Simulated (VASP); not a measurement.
Set up this calculation in VASP 6.6.1, as the native input.

| Item | Value |
| --- | --- |
| Task | single point |
| Functional | PBE |
| Potentials or basis | VASP PAW PBE potentials, release 64 (In_d, As) |
| Cutoff | 520 eV |
| k mesh | 12 × 12 × 8 |
| Occupations | gaussian, width 0.1 eV |
| Spin | no spin polarisation |
| Dipole correction | no |
| k mesh for the DOS | 18 × 18 × 12 |
| Occupations for the DOS | tetrahedron |
| Further INCAR settings | ALGO = Fast; EDIFF = 1e-06 |

The system is In3As.

```
CELL_PARAMETERS angstrom
5.16315 0.00000 0.00000
-2.58157 4.47142 0.00000
0.00000 0.00000 5.75878
ATOMIC_POSITIONS crystal
In 0.33333 0.66667 0.85554
In 0.66667 0.33333 0.85554
In 0.00000 0.00000 0.53579
As 0.00000 0.00000 0.06174
```

The input as run:

POSCAR

```
In3As
1.0
    5.1631463119      0.0000000000      0.0000000000
   -2.5815731559      4.4714158696      0.0000000000
    0.0000000000      0.0000000000      5.7587818316
In As
3 1
Direct
    0.3333333333      0.6666666667      0.8555435903
    0.6666666667      0.3333333333      0.8555435903
    0.0000000000      0.0000000000      0.5357933264
    0.0000000000      0.0000000000      0.0617424531
```

INCAR.step1

```
SYSTEM = In3As
ALGO = Fast
EDIFF = 1E-6
ENCUT = 520
GGA = PE
ISIF = 2
ISMEAR = 0
LASPH = .True.
LCHARG = .True.
LREAL = .False.
LWAVE = .False.
NBANDS = 30
NELM = 100
PREC = Accurate
SIGMA = 0.1
```

KPOINTS.step1

```
k-points
0
Gamma
  12 12 8
  0 0 0
```

INCAR.step2

```
SYSTEM = In3As
ALGO = Fast
EDIFF = 1E-6
ENCUT = 520
GGA = PE
ICHARG = 11
ISIF = 2
ISMEAR = -5
LASPH = .True.
LCHARG = .False.
LORBIT = 11
LREAL = .False.
LWAVE = .False.
NEDOS = 2001
NELM = 100
PREC = Accurate
SIGMA = 0.1
```

KPOINTS.step2

```
k-points
0
Gamma
  18 18 12
  0 0 0
```

Potentials or basis: VASP PAW PBE potentials, release 64 (In_d, As).

Run with:

```sh
$ cat potpaw_PBE.64/In_d/POTCAR potpaw_PBE.64/As/POTCAR > POTCAR
$ cp INCAR.step1 INCAR
$ cp KPOINTS.step1 KPOINTS
$ mpirun -np 1 vasp_std > vasp.out
$ cp INCAR.step2 INCAR
$ cp KPOINTS.step2 KPOINTS
$ mpirun -np 1 vasp_std > vasp.out
```

It gave:

- Valence electrons inside the program's atomic spheres: In 11.34, 11.29 (each value once); As 2.67

Run time: 12 min on 1 thread of Intel(R) Xeon(R) 6975P-C (Granite Rapids) (shared host), peak memory 0.84 GiB.
